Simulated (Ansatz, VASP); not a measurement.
Bi: VASP beside Ansatz

```
CELL_PARAMETERS angstrom
6.37496 -4.50567 0.00000
6.37496 4.50567 0.00000
-2.63036 0.00000 5.32211
ATOMIC_POSITIONS crystal
Bi 0.82600 0.82600 0.17400
Bi 0.17400 0.17400 0.82600
Bi 0.24800 0.24800 0.18600
Bi 0.75200 0.75200 0.81400
Bi 0.76910 0.30290 0.18100
Bi 0.69710 0.23090 0.81900
Bi 0.23090 0.69710 0.81900
Bi 0.30290 0.76910 0.18100
```

Alike in both runs: task single point; functional PBE; k mesh 4 × 4 × 4; occupations gaussian, width 0.1 eV; no spin polarisation.

|  | VASP | Ansatz |
| --- | --- | --- |
| version | VASP 6.6.1 | Ansatz 0.2.0 |
| potentials or method | VASP PAW PBE potentials, release 64 (Bi_d), cutoff 520 eV | scalar-relativistic, plane waves, PAW |
| valence electrons in the cell | 120 | 120 |

```tsv
	VASP	Ansatz	Ansatz less VASP
gap on the k mesh at the Fermi level (eV)	none	none	-
rms of the force components (eV/Å)	26.104	26.558	+0.4539
```

Atom by atom the forces differ by 0.455 eV/Å (rms over components). A gap of «none» marks a metal or a gap that the smearing closes.

Spin-orbit coupling is off throughout.
